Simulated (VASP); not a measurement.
# Si6Sn8Ge5C (P1) in VASP: single point with PBEsol

Aim: the single point of Si6Sn8Ge5C with PBEsol.

All numbers are computed with VASP 6.6.1; they aren't measurements. Logs are shortened: lines on timing, memory, paths and dates and some standing lists are left out, and cuts for length are marked.

## 1. The cell of the first run

The typed cell holds 20 atoms: a = 7.032 Å, b = 7.086 Å, c = 10.916 Å, α = 84.43°, β = 71.13°, γ = 72.40°.

## 2. Single point, PBEsol

INCAR reads:

```
  ALGO = Normal
  EDIFF = 1E-6
  ENCUT = 520
  GGA = PS
  ISIF = 2
  ISMEAR = 0
  ISYM = 0
  LASPH = True
  LCHARG = True
  LELF = True
  LREAL = Auto
  LVHAR = True
  LWAVE = False
  NBANDS = 121
  NELM = 60
  PREC = Accurate
  SIGMA = 0.1
```

KPOINTS reads:

```
Automatic mesh
0
Gamma
  2 2 2
  0.5 0.5 0.5
```

POSCAR reads:

```
Si6Sn8Ge5C
1.0
    2.9352307461      2.9280152785      5.6798245837
   -2.9652363618     -2.9639575911      5.7127985478
    8.7764552878     -5.8342144776      2.8436227274
C Si Ge Sn
1 6 5 8
Direct
    0.5720542161      0.8955216658      0.5696555845
    0.2627669560      0.9861434637      0.5945002352
    0.2724958131      0.5149031488      0.4220984581
    0.7732746399      0.9760574534      0.4263270206
    1.0194702250      0.8663262355      0.7761996835
    0.1396776134      0.8667538129      0.4384884990
    0.0971028702      0.3557670793      0.5960274878
    0.1022678153      0.5092975611      0.7774776287
    0.9841490290     -0.0219776601     -0.0076025560
    0.9036243245      0.5032420876      0.2003874255
    0.7795818783      0.8679581079      0.2137278214
    0.2362344771      0.3868810824      0.2421798454
    0.6411559615      0.9855235374      0.7426990495
    0.3727396796     -0.0008976141      0.2285931596
    0.7105603151      0.5567447257      0.5871904665
    0.4800651474      0.4842570601      0.0307831305
    0.4759477378      0.3883192998      0.7946345408
    0.3778219826      0.8844316177      0.9862057281
    0.6630221411      0.3619081444      0.3955769290
    0.9014898282      0.3646888158      0.9897256903
```

Potentials or basis: VASP PAW PBE potentials, release 64 (C, Si, Ge_d, Sn_d).

On the command line:

```sh
cat potpaw_PBE.64/C/POTCAR potpaw_PBE.64/Si/POTCAR potpaw_PBE.64/Ge_d/POTCAR potpaw_PBE.64/Sn_d/POTCAR > POTCAR
mpirun -np 1 vasp_std > vasp.out
```

OUTCAR:

```text
EDIFF = 1E-6
   ENCUT = 520
   GGA = PS
   ISIF = 2
   ISMEAR = 0
   ISYM = 0
   LASPH = True
   LREAL = Auto
   NELM = 60
   PREC = Accurate

 ion  position               nearest neighbor table
   1  0.572  0.896  0.570-   4 1.91   2 2.01  13 2.29  15 2.32
   2  0.263  0.986  0.595-   1 2.01   5 2.44   6 2.46   7 2.52
   3  0.272  0.515  0.422-   7 2.30  12 2.36   6 2.39  19 2.56
   4  0.773  0.976  0.426-   1 1.91  11 2.50   6 2.50  19 2.63  13 3.27  15 3.37
   5  0.019  0.866  0.776-   8 2.42   2 2.44   9 2.47  13 2.67
   6  0.140  0.867  0.438-   3 2.39   2 2.46   4 2.50  14 2.63
   7  0.097  0.356  0.596-   3 2.30   8 2.37   2 2.52  15 2.69
   8  0.102  0.509  0.777-   7 2.37   5 2.42  17 2.57  20 2.59
   9  0.984  0.978  0.992-   5 2.47  11 2.56  20 2.62  18 2.62
  10  0.904  0.503  0.200-  12 2.41  11 2.47  19 2.59  20 2.59
  11  0.780  0.868  0.214-  10 2.47   4 2.50   9 2.56  14 2.68
  12  0.236  0.387  0.242-   3 2.36  10 2.41  16 2.57  14 2.62
  13  0.641  0.986  0.743-   1 2.29   5 2.67  17 2.78  18 2.87   4 3.27  15 3.45
  14  0.373  0.999  0.229-  12 2.62   6 2.63  11 2.68  18 2.83
  15  0.711  0.557  0.587-   1 2.32   7 2.69  17 2.74  19 2.77   4 3.37  13 3.45
  16  0.480  0.484  0.031-  12 2.57  20 2.72  17 2.74  18 2.74
  17  0.476  0.388  0.795-   8 2.57  16 2.74  15 2.74  13 2.78
  18  0.378  0.884  0.986-   9 2.62  16 2.74  14 2.83  13 2.87
  19  0.663  0.362  0.396-   3 2.56  10 2.59   4 2.63  15 2.77
  20  0.901  0.365  0.990-   8 2.59  10 2.59   9 2.62  16 2.72

IMPORTANT INFORMATION: All symmetrisations will be switched off!
NOSYMM: (Re-)initialisation of all symmetry stuff for point group C_1.

----------------------------------------------------------------------------------------

                                     Primitive cell

  volume of cell :     490.5948

  direct lattice vectors                    reciprocal lattice vectors
     2.935230746  2.928015279  5.679824584     0.050757393  0.119385958  0.088286429
    -2.965236362 -2.963957591  5.712798548    -0.084516759 -0.084595341  0.087286612
     8.776455288 -5.834214478  2.843622727     0.068410668 -0.068509495 -0.000035961

  length of vectors
     7.032016802  7.086165291 10.915604253     0.156919768  0.148048664  0.096817208

  position of ions in fractional coordinates (direct lattice)
     0.572054216  0.895521666  0.569655584
     0.262766956  0.986143464  0.594500235
     0.272495813  0.514903149  0.422098458
     0.773274640  0.976057453  0.426327021
     0.019470225  0.866326235  0.776199684
     0.139677613  0.866753813  0.438488499
[... 12 lines left out ...]
     0.663022141  0.361908144  0.395576929
     0.901489828  0.364688816  0.989725690

  ion indices of the primitive-cell ions
   primitive index   ion index
                 1           1
                 2           2
                 3           3
                 4           4
                 5           5
                 6           6
[... 12 lines left out ...]
                19          19
                20          20

----------------------------------------------------------------------------------------

 KPOINTS: Automatic mesh

Automatic generation of k-mesh.
 Grid dimensions read from file:
 generate k-points for:    2    2    2

 Generating k-lattice:

  Cartesian coordinates                     Fractional coordinates (reciprocal lattice)
     0.025378696  0.059692979  0.044143215     0.500000000  0.000000000  0.000000000
    -0.042258380 -0.042297671  0.043643306     0.000000000  0.500000000  0.000000000
     0.034205334 -0.034254747 -0.000017980     0.000000000 -0.000000000  0.500000000

  Length of vectors
     0.078459884  0.074024332  0.048408604

  Shift w.r.t. Gamma in fractional coordinates (k-lattice)
     0.500000000  0.500000000  0.500000000

 Subroutine IBZKPT returns following result:
 ===========================================

 Found      4 irreducible k-points:

 Following reciprocal coordinates:
            Coordinates               Weight
  0.250000  0.250000  0.250000      2.000000
 -0.250000  0.250000  0.250000      2.000000
  0.250000 -0.250000  0.250000      2.000000
 -0.250000 -0.250000  0.250000      2.000000
   k-points           NKPTS =      4   k-points in BZ     NKDIM =      4   number of bands    NBANDS=    121
   number of dos      NEDOS =    301   number of ions     NIONS =     20
   total plane-waves  NPLWV = 244944
   dimension x,y,z NGX =    54 NGY =   54 NGZ =   84
   dimension x,y,z NGXF=   108 NGYF=  108 NGZF=  168
   ions per type =               1   6   5   8
   NGX,Y,Z   is equivalent  to a cutoff of  12.77, 12.67, 12.79 a.u.
   NGXF,Y,Z  is equivalent  to a cutoff of  25.53, 25.34, 25.59 a.u.
 SYSTEM =  unknown system
   PREC   = accura    normal or accurate (medium, high low for compatibility)
   ISTART =      0    job   : 0-new  1-cont  2-samecut
   ICHARG =      2    charge: 1-file 2-atom 10-const
   ISPIN  =      1    spin polarized calculation?
   LNONCOLLINEAR =      F non collinear calculations
   LSORBIT =      F    spin-orbit coupling
   LASPH  =      T    aspherical Exc in radial PAW
   ENCUT  =  520.0 eV  38.22 Ry    6.18 a.u.  13.07 13.18 20.30*2*pi/ulx,y,z
   NELM   =     60;   NELMIN=  2; NELMDL= -5     # of ELM steps
   EDIFF  = 0.1E-05   stopping-criterion for ELM
   LREAL  =      T    real-space projection
   EDIFFG = 0.1E-04   stopping-criterion for IOM
   NSW    =      0    number of steps for IOM
   IBRION =     -1    ionic relax: 0-MD 1-quasi-New 2-CG
   NFREE  =      0    steps in history (QN), initial steepest desc. (CG)
   ISIF   =      2    stress and relaxation
   ISYM   =      0    0-nonsym 1-usesym 2-fastsym
   POTIM  = 0.5000    time-step for ionic-motion
   TEBEG  =    0.0;   TEEND  =   0.0 temperature during run
   PSTRESS=    0.0 pullay stress
   NELECT =     210.0000    total number of electrons
   NUPDOWN=      -1.0000    fix difference up-down
   EMIN   =  10.00;   EMAX   =-10.00  energy-range for DOS
   EFERMI =   0.00;   METHOD = LEGACY
   ISMEAR =     0;   SIGMA  =   0.10  broadening in eV -4-tet -1-fermi 0-gaus
   EFERMI_NEDOS =   21; number of points for ismear=-14 and -15
   IALGO  =     38    algorithm
   IMIX   =      4    mixing-type and parameters
     AMIX     =   0.40;   BMIX     =  1.00
     AMIX_MAG =   1.60;   BMIX_MAG =  1.00
  volume/ion in A,a.u.               =      24.53       165.53
  Fermi-wavevector in a.u.,A,eV,Ry     =   1.233787  2.331520 20.711209  1.522231
  Thomas-Fermi vector in A             =   2.368504
   LORBIT       =      0    0 simple, 1 ext, 2 COOP (PROOUT), +10 PAW based schemes
   GGA     = PS    functional components
   LHFCALC =     F    Hartree Fock is set to
   AEXX    =    0.0000 exact exchange contribution
   IVDW    =     0    specifies the selected vdW correction
   LEPSILON=     F    determine dielectric tensor
   LRPA    =     F    only Hartree local field effects (RPA)
 non-spin polarized calculation
 Gauss-broadening in eV      SIGMA  =   0.10
  energy-cutoff  :      520.00
  volume of cell :      490.59
 maximum number of plane-waves:     13224
 NGX is ok and might be reduce to    54
   NGX = 27   NGY = 27   NGZ = 41

 number of electron     210.0000025 magnetization

 Free energy of the ion-electron system (eV)
  ---------------------------------------------------
  ext. energy  EPLUGINS =         0.00000000
  ---------------------------------------------------
  free energy    TOTEN  =       -98.72299254 eV

  energy without entropy =      -98.71142580  energy(sigma->0) =      -98.71720917

 E-fermi :   5.7952     XC(G=0):  -9.7462

 val. band max:        5.6756715796   @ k =  -0.2500  -0.2500   0.2500
 cond. band min:       5.8942735628   @ k =  -0.2500  -0.2500   0.2500
 fundamental gap:      0.2186019831
 Fermi energy:         5.7952045396

 k-point     1 :       0.2500    0.2500    0.2500
  band No.  band energies     occupation
      1     -18.8026      2.00000
      2     -18.7810      2.00000
      3     -18.7558      2.00000
      4     -18.7418      2.00000
      5     -18.7284      2.00000
      6     -18.6623      2.00000
[... 109 lines left out ...]
    116       7.9603      0.00000
    117       8.1661      0.00000

 k-point     2 :      -0.2500    0.2500    0.2500
  band No.  band energies     occupation
      1     -18.8026      2.00000
      2     -18.7811      2.00000
      3     -18.7558      2.00000
      4     -18.7420      2.00000
      5     -18.7284      2.00000
      6     -18.6623      2.00000
[... 109 lines left out ...]
    116       8.4083      0.00000
    117       8.5871      0.00000

 k-point     3 :       0.2500   -0.2500    0.2500
  band No.  band energies     occupation
      1     -18.8026      2.00000
      2     -18.7811      2.00000
      3     -18.7558      2.00000
      4     -18.7420      2.00000
      5     -18.7284      2.00000
      6     -18.6623      2.00000
[... 109 lines left out ...]
    116       8.4755      0.00000
    117       8.5980      0.00000

 k-point     4 :      -0.2500   -0.2500    0.2500
  band No.  band energies     occupation
      1     -18.8026      2.00000
      2     -18.7810      2.00000
      3     -18.7558      2.00000
      4     -18.7419      2.00000
      5     -18.7284      2.00000
      6     -18.6623      2.00000
[... 109 lines left out ...]
    116       7.9157      0.00000
    117       8.2794      0.00000
 [bands above 117 left out]

------------------------ aborting loop because EDIFF is reached ----------------------------------------

  FORCE on cell =-STRESS in cart. coord.  units (eV):
  Direction    XX          YY          ZZ          XY          YZ          ZX
  --------------------------------------------------------------------------------------
  -------------------------------------------------------------------------------------
  Total       -0.2146857     -0.2140639     -0.1591258     -0.0269247      0.0628233     -0.0360246
  in kB       -0.7011173     -0.6990866     -0.5196708     -0.0879301      0.2051674     -0.1176486
  external PRESSURE =      -0.6399582 kB  Pullay stress =       0.0000000 kB

 VOLUME and BASIS-vectors are now :
 -----------------------------------------------------------------------------
  energy-cutoff  :      520.00
  volume of cell :      490.59
      direct lattice vectors                 reciprocal lattice vectors
     2.935230746  2.928015279  5.679824584     0.050757393  0.119385958  0.088286429
    -2.965236362 -2.963957591  5.712798548    -0.084516759 -0.084595341  0.087286612
     8.776455288 -5.834214478  2.843622727     0.068410668 -0.068509495 -0.000035961

 POSITION                                       TOTAL-FORCE (eV/Angst)
 -----------------------------------------------------------------------------------
      4.02323     -4.30280      9.98499         0.014559     -0.003821     -0.010255
      3.06474     -5.62194      8.81664        -0.003107     -0.010344     -0.005658
      2.97756     -3.19089      5.68956        -0.009879      0.012549      0.002495
      3.11714     -3.11612     11.18040        -0.009104      0.005304      0.023272
      4.30057     -7.03926      7.26695         0.000357     -0.004196     -0.004286
      1.68823     -4.71828      6.99183        -0.009266     -0.004177      0.002838
[... 12 lines left out ...]
      4.34474     -1.43922      6.95823        -0.009971     -0.002729      0.017302
     10.25098     -4.21562     10.01810        -0.012047      0.000456      0.006716
 -----------------------------------------------------------------------------------
    total drift:                                0.013488      0.023549     -0.016513

  FREE ENERGIE OF THE ION-ELECTRON SYSTEM (eV)
  ---------------------------------------------------
  free  energy   TOTEN  =       -98.7229925429 eV

  energy  without entropy=      -98.7114258014  energy(sigma->0) =      -98.71720917
```

Run time: 7.3 min. Hardware: 1 thread of Oxide Virtual Turin-like, shared host; peak memory 0.59 GiB.

Results:

* Free energy: -98.7230 eV
* Pressure: -0.1 GPa
* Largest force: 0.026 eV/Å
* Band gap on the k mesh: 0.22 eV

Forces in eV/Å, atoms in the order of the input:
```
C    0.015 -0.004 -0.010
Si  -0.003 -0.010 -0.006
Si  -0.010  0.013  0.002
Si  -0.009  0.005  0.023
Si   0.000 -0.004 -0.004
Si  -0.009 -0.004  0.003
Si   0.011 -0.007 -0.008
Ge   0.002 -0.005 -0.003
Ge  -0.004 -0.001  0.001
Ge   0.004 -0.004 -0.001
Ge   0.002  0.005 -0.006
Ge  -0.003 -0.004  0.004
Sn  -0.002  0.014 -0.012
Sn   0.006 -0.004  0.001
Sn   0.011  0.002 -0.003
Sn   0.008  0.008  0.000
Sn   0.005 -0.002 -0.010
Sn  -0.002  0.003  0.004
Sn  -0.010 -0.003  0.017
Sn  -0.012  0.000  0.007
```

Levels at points of the mesh, in eV from the valence-band top:
```tsv
k point	band 101	band 102	band 103	band 104	band 105	band 106	band 107	band 108	band 109	band 110
(0.25, 0.25, 0.25)	-1.01	-0.86	-0.81	-0.43	-0.01	0.34	0.84	1.21	1.27	1.48
```

Caveat: semilocal functionals underestimate gaps, and a narrow one can read as zero; the PAW data sets were made with another functional, which shifts forces and pressure a little; spin-orbit coupling is left out, which moves the levels of the heavy elements; a shifted mesh leaves out Γ, where band edges can lie. A k mesh can miss the band edges.
